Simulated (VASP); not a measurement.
# W (Im-3m) in VASP: further runs

W is run at these levels: PBE; tasks: single point.

Program: VASP 6.6.1. These are calculated values, not measurements. Logs are shortened: lines on timing, memory, paths and dates and some standing lists are left out, and cuts for length are marked.

### 1 The cell of the first run

Symmetry: Im-3m, No. 229, cubic system. The conventional cell has a = 3.226 Å, b = 3.226 Å, c = 3.226 Å, α = 90.00°, β = 90.00°, γ = 90.00°. Within 3.7 Å of W (site symmetry m-3m) lie 14 W at 2.79 to 3.23 Å.

### 2 Single point, PBE

Input file INCAR:

```
ALGO = Normal ; EDIFF = 1E-6
ENCUT = 520 ; GGA = PE
ISIF = 2 ; ISMEAR = -1
LASPH = T ; LCHARG = T
LELF = T ; LREAL = F
LVHAR = T ; LWAVE = F
NBANDS = 13 ; NELM = 100
PREC = Accurate ; SIGMA = 0.06122561905347299
```

Input file KPOINTS:

```
k-points
0
Gamma
  24 24 24
```

Input file POSCAR:

```
W
1.0
   -1.6131946463      1.6131946463      1.6131946463
    1.6131946463     -1.6131946463      1.6131946463
    1.6131946463      1.6131946463     -1.6131946463
W
1
Direct
    0.0000000000      0.0000000000      0.0000000000
```

Potentials or basis: VASP PAW PBE potentials, release 64 (W_sv).

The run is started by

```sh
$ cat potpaw_PBE.64/W_sv/POTCAR > POTCAR
$ mpirun -np 1 vasp_std > vasp.out
```

OUTCAR:

```text
EDIFF = 1E-6
   ENCUT = 520
   GGA = PE
   ISIF = 2
   ISMEAR = -1
   LASPH = T
   LREAL = F
   NELM = 100
   PREC = Accurate

 ion  position               nearest neighbor table
   1  0.000  0.000  0.000-

  LATTYP: Found a body centered cubic cell.
 ALAT       =     3.2263892926

  Lattice vectors:

 A1 = (  -1.6131946463,   1.6131946463,   1.6131946463)
 A2 = (   1.6131946463,  -1.6131946463,   1.6131946463)
 A3 = (   1.6131946463,   1.6131946463,  -1.6131946463)

Analysis of symmetry for initial positions (statically):
=====================================================================
 Subroutine PRICEL returns:
 Original cell was already a primitive cell.

 Routine SETGRP: Setting up the symmetry group for a
 body centered cubic supercell.

 Subroutine GETGRP returns: Found 48 space group operations
 (whereof 48 operations were pure point group operations)
 out of a pool of 48 trial point group operations.

The static configuration has the point symmetry O_h .

Analysis of symmetry for dynamics (positions and initial velocities):
=====================================================================
 Subroutine PRICEL returns:
 Original cell was already a primitive cell.

 Routine SETGRP: Setting up the symmetry group for a
 body centered cubic supercell.

 Subroutine GETGRP returns: Found 48 space group operations
 (whereof 48 operations were pure point group operations)
 out of a pool of 48 trial point group operations.

The dynamic configuration has the point symmetry O_h .

 Subroutine INISYM returns: Found 48 space group operations
 (whereof 48 operations are pure point group operations),
 and found     1 'primitive' translations

----------------------------------------------------------------------------------------

                                     Primitive cell

  volume of cell :      16.7927

  direct lattice vectors                    reciprocal lattice vectors
    -1.613194646  1.613194646  1.613194646     0.000000000  0.309943999  0.309943999
     1.613194646 -1.613194646  1.613194646     0.309943999  0.000000000  0.309943999
     1.613194646  1.613194646 -1.613194646     0.309943999  0.309943999  0.000000000

  length of vectors
     2.794135090  2.794135090  2.794135090     0.438327007  0.438327007  0.438327007

  position of ions in fractional coordinates (direct lattice)
     0.000000000  0.000000000  0.000000000

[... 74 lines left out ...]
   NELM   =    100;   NELMIN=  2; NELMDL= -5     # of ELM steps
   EDIFF  = 0.1E-05   stopping-criterion for ELM
   LREAL  =      F    real-space projection
[... 7 lines left out ...]
   TEBEG  =    0.0;   TEEND  =   0.0 temperature during run
   PSTRESS=    0.0 pullay stress
   NELECT =      14.0000    total number of electrons
   NUPDOWN=      -1.0000    fix difference up-down
   EMIN   =  10.00;   EMAX   =-10.00  energy-range for DOS
   EFERMI =   0.00;   METHOD = LEGACY
   ISMEAR =    -1;   SIGMA  =   0.06  broadening in eV -4-tet -1-fermi 0-gaus
   EFERMI_NEDOS =   21; number of points for ismear=-14 and -15
   IALGO  =     38    algorithm
   IMIX   =      4    mixing-type and parameters
     AMIX     =   0.40;   BMIX     =  1.00
     AMIX_MAG =   1.60;   BMIX_MAG =  1.00
  volume/ion in A,a.u.               =      16.79       113.32
  Fermi-wavevector in a.u.,A,eV,Ry     =   1.540792  2.911675 32.300784  2.374041
  Thomas-Fermi vector in A             =   2.646829
   LORBIT       =      0    0 simple, 1 ext, 2 COOP (PROOUT), +10 PAW based schemes
   GGA     = PE    functional components
   LHFCALC =     F    Hartree Fock is set to
   AEXX    =    0.0000 exact exchange contribution
   IVDW    =     0    specifies the selected vdW correction
   LEPSILON=     F    determine dielectric tensor
   LRPA    =     F    only Hartree local field effects (RPA)
 non-spin polarized calculation
  energy-cutoff  :      520.00
  volume of cell :       16.79
 maximum number of plane-waves:       468
 NGX is ok and might be reduce to    24
   NGX = 11   NGY = 11   NGZ = 11

 number of electron      13.9999999 magnetization

 Free energy of the ion-electron system (eV)
  ---------------------------------------------------
  ext. energy  EPLUGINS =         0.00000000
  ---------------------------------------------------
  free energy    TOTEN  =       -12.93703052 eV

  energy without entropy =      -12.93211040  energy(sigma->0) =      -12.93457046

 E-fermi :  10.6468     XC(G=0): -13.3175

 val. band max:       10.6452035387   @ k =  -0.2500   0.2917   0.1250
 cond. band min:      10.6609307942   @ k =   0.5000   0.5000   0.2083
 fundamental gap:      0.0157272556
 Fermi energy:        10.6467837634

 k-point     1 :       0.0000    0.0000    0.0000
  band No.  band energies     occupation
      1     -63.6409      2.00000
      2     -27.2795      2.00000
      3     -27.2795      2.00000
      4     -27.2795      2.00000
      5       1.3123      2.00000
      6       9.4874      2.00000
      7       9.4874      2.00000
      8       9.4874      2.00000
      9      12.7494      0.00000
     10      12.7494      0.00000
     11      25.0093      0.00000
     12      25.0093      0.00000
     13      25.0093      0.00000
[... 354 lines left out ...]
  band No.  band energies     occupation
      1     -63.5374      2.00000
      2     -28.3315      2.00000
      3     -27.6327      2.00000
      4     -27.2914      2.00000
      5       4.7750      2.00000
      6       7.3473      2.00000
      7      10.9077      0.02782
      8      12.5980      0.00000
      9      13.5962      0.00000
     10      16.3061      0.00000
     11      20.7816      0.00000
     12      22.1066      0.00000
     13      26.6812      0.00000

 [... further k-points ...]

------------------------ aborting loop because EDIFF is reached ----------------------------------------

  FORCE on cell =-STRESS in cart. coord.  units (eV):
  Direction    XX          YY          ZZ          XY          YZ          ZX
  --------------------------------------------------------------------------------------
  -------------------------------------------------------------------------------------
  Total       -1.1301080     -1.1301080     -1.1301080      0.0000000     -0.0000000      0.0000000
  in kB     -107.8227068   -107.8227068   -107.8227068      0.0000000     -0.0000000      0.0000000
  external PRESSURE =    -107.8227068 kB  Pullay stress =       0.0000000 kB

 VOLUME and BASIS-vectors are now :
 -----------------------------------------------------------------------------
  energy-cutoff  :      520.00
  volume of cell :       16.79
      direct lattice vectors                 reciprocal lattice vectors
    -1.613194646  1.613194646  1.613194646     0.000000000  0.309943999  0.309943999
     1.613194646 -1.613194646  1.613194646     0.309943999  0.000000000  0.309943999
     1.613194646  1.613194646 -1.613194646     0.309943999  0.309943999  0.000000000

 POSITION                                       TOTAL-FORCE (eV/Angst)
 -----------------------------------------------------------------------------------
      0.00000      0.00000      0.00000        -0.000000      0.000000      0.000000
 -----------------------------------------------------------------------------------
    total drift:                                0.000000      0.000000      0.000000

  FREE ENERGIE OF THE ION-ELECTRON SYSTEM (eV)
  ---------------------------------------------------
  free  energy   TOTEN  =       -12.9370305158 eV

  energy  without entropy=      -12.9321103978  energy(sigma->0) =      -12.93457046
```

OSZICAR:

```text
N       E                     dE             d eps       ncg     rms          rms(c)
DAV:   1     0.854733464645E+02    0.85473E+02   -0.75043E+03 10767   0.121E+03
DAV:   2    -0.119435750639E+02   -0.97417E+02   -0.93734E+02 12093   0.317E+02
DAV:   3    -0.135978851409E+02   -0.16543E+01   -0.16490E+01 11748   0.400E+01
DAV:   4    -0.136049623000E+02   -0.70772E-02   -0.70768E-02 11848   0.291E+00
DAV:   5    -0.136050274433E+02   -0.65143E-04   -0.65144E-04 11958   0.262E-01    0.188E+01
DAV:   6    -0.130723285224E+02    0.53270E+00   -0.46908E-01 11118   0.900E+00    0.711E+00
DAV:   7    -0.129411171444E+02    0.13121E+00   -0.22920E-01 11883   0.596E+00    0.775E-01
DAV:   8    -0.129370689715E+02    0.40482E-02   -0.42939E-03 10928   0.838E-01    0.884E-02
DAV:   9    -0.129370354916E+02    0.33480E-04   -0.12594E-04 12343   0.137E-01    0.453E-02
DAV:  10    -0.129370298125E+02    0.56791E-05   -0.14234E-05 11273   0.509E-02    0.742E-03
DAV:  11    -0.129370305158E+02   -0.70324E-06   -0.29139E-07  7604   0.637E-03
   1 F= -.12937031E+02 E0= -.12934570E+02  d E =-.492012E-02
```

stdout:

```text
POSCAR found type information on POSCAR W
 POSCAR found :  1 types and       1 ions
 scaLAPACK will be used
 LDA part: xc-table for (Slater+PW92), standard interpolation
 POSCAR, INCAR and KPOINTS ok, starting setup
 FFT: planning ... GRIDC
 FFT: planning ... GRID_SOFT
 FFT: planning ... GRID
 WAVECAR not read
 entering main loop
```

It took 64 s on 1 thread of Intel Xeon 8259CL, shared host; peak memory 0.21 GiB.

Results:

| Quantity | Value |
| --- | --- |
| Free energy | -12.9370 eV |
| Pressure | -10.8 GPa |
| Band gap on the k mesh | zero (bands 7 and 8 overlap by 5.90 eV) |

Caveat: the cell stands under tension; spin-orbit coupling is left out, which moves the levels of the heavy elements.

### 3 Single point, PBE

This run uses another cell than the first one, of 17.12 Å³/atom.

Input file INCAR:

```
SYSTEM = W
PREC     = Accurate       ! precision mode
ENCUT    = 520            ! plane-wave cutoff, eV
EDIFF    = 1E-7           ! SCF threshold, eV
ISMEAR   = -1             ! smearing method
SIGMA    = 0.06122561905347299 ! smearing width, eV
LREAL    = .FALSE.        ! projectors in reciprocal space
LASPH    = .TRUE.         ! aspherical terms in the spheres
NELM     = 100            ! most SCF steps
ALGO     = Normal         ! electronic algorithm
ISIF     = 2              ! what is computed and relaxed
LWAVE    = .FALSE.        ! write WAVECAR
LCHARG   = .TRUE.         ! write CHGCAR
GGA      = PE             ! functional
LELF     = .TRUE.         ! ELF
LVHAR    = .TRUE.       
NBANDS   = 13             ! bands
```

Input file KPOINTS:

```
Automatic mesh
0
G
  24 24 24
  0 0 0
```

Input file POSCAR:

```
W
1.0
   -1.6234700484      1.6234700484      1.6234700484
    1.6234700484     -1.6234700484      1.6234700484
    1.6234700484      1.6234700484     -1.6234700484
W
1
Direct
    0.0000000000      0.0000000000      0.0000000000
```

Potentials or basis: VASP PAW PBE potentials, release 64 (W_sv).

The run is started by

```sh
$ cat potpaw_PBE.64/W_sv/POTCAR > POTCAR
$ mpirun -np 1 vasp_std > vasp.out
```

Wall time 79 s (1 thread of Intel Xeon 8259CL, shared host); peak memory 0.21 GiB.

The run converged. Its results:

```yaml
Free_energy: -12.9106 eV
Pressure: -15.5 GPa
Band_gap_on_the_k_mesh: zero (bands 7 and 8 overlap by 5.74 eV)
```

Levels at points of the mesh, in eV from the Fermi level:
```
           k point  band 5  band 6  band 7  band 8  band 9  band 10
(0.00, 0.00, 0.00)   -9.22   -1.13   -1.13   -1.13    2.06     2.06
(0.50, 0.00, 0.00)   -5.81   -3.23    0.43    1.91    2.80     5.47
(0.50, 0.50, 0.50)   -5.26   -5.26    4.61    4.61    4.61     7.64
```

Caveat: the cell stands under tension; spin-orbit coupling is left out, which moves the levels of the heavy elements.
